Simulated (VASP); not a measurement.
Here is a VASP 6.6.1 calculation.

POSCAR

```
PtS2
1.0
    3.5432000000      0.0000000000      0.0000000000
   -1.7716000000      3.0685012107      0.0000000000
    0.0000000000      0.0000000000      5.0388000000
Pt S
1 2
Direct
    0.0000000000      0.0000000000      0.0000000000
    0.6666666667      0.3333333333      0.7730000000
    0.3333333333      0.6666666667      0.2270000000
```

Contents of INCAR.step1:

```
ALGO     = Normal         # electronic algorithm
EDIFF    = 1E-5           # SCF threshold, eV
ENCUT    = 520            # plane-wave cutoff, eV
GGA      = PE             # functional
ISIF     = 2              # what is computed and relaxed
ISMEAR   = -1             # smearing method
LASPH    = True           # aspherical terms in the spheres
LCHARG   = False          # write CHGCAR
LREAL    = False          # projectors in reciprocal space
LWAVE    = True           # write WAVECAR
NBANDS   = 18             # bands
NELM     = 80             # most SCF steps
PREC     = Accurate       # precision mode
SIGMA    = 0.05           # smearing width, eV
```

INCAR.step2

```
AEXX     = 0.1            # exact-exchange fraction
ALGO     = Normal         # electronic algorithm
EDIFF    = 1E-7           # SCF threshold, eV
ENCUT    = 520            # plane-wave cutoff, eV
ISIF     = 2              # what is computed and relaxed
ISMEAR   = -1             # smearing method
ISTART   = 1            
LASPH    = True           # aspherical terms in the spheres
LCHARG   = False          # write CHGCAR
LHFCALC  = True           # exact exchange
LMIXTAU  = True         
LREAL    = False          # projectors in reciprocal space
LWAVE    = False          # write WAVECAR
METAGGA  = R2SCAN         # meta-GGA
NBANDS   = 18             # bands
NELM     = 80             # most SCF steps
PREC     = Accurate       # precision mode
PRECFOCK = Normal       
SIGMA    = 0.05           # smearing width, eV
```

File KPOINTS:

```
k-points
0
Gamma
  5 5 3
```

Potentials or basis: VASP PAW PBE potentials, release 64 (Pt, S).

The run is started by

```sh
$ cat potpaw_PBE.64/Pt/POTCAR potpaw_PBE.64/S/POTCAR > POTCAR
$ cp INCAR.step1 INCAR
$ mpirun -np 1 vasp_std > vasp.out
$ cp INCAR.step2 INCAR
$ mpirun -np 1 vasp_std > vasp.out
```

(1) Estimate the band gap on the k mesh.

(2) Predict the pressure.

## Answers

(1) 1.95 eV (least direct gap 2.14 eV).

(2) 7.7 GPa.

Caveat: the cell stands under pressure; the PAW data sets were made with another functional, which shifts forces and pressure a little; spin-orbit coupling is left out, which moves the levels of the heavy elements.
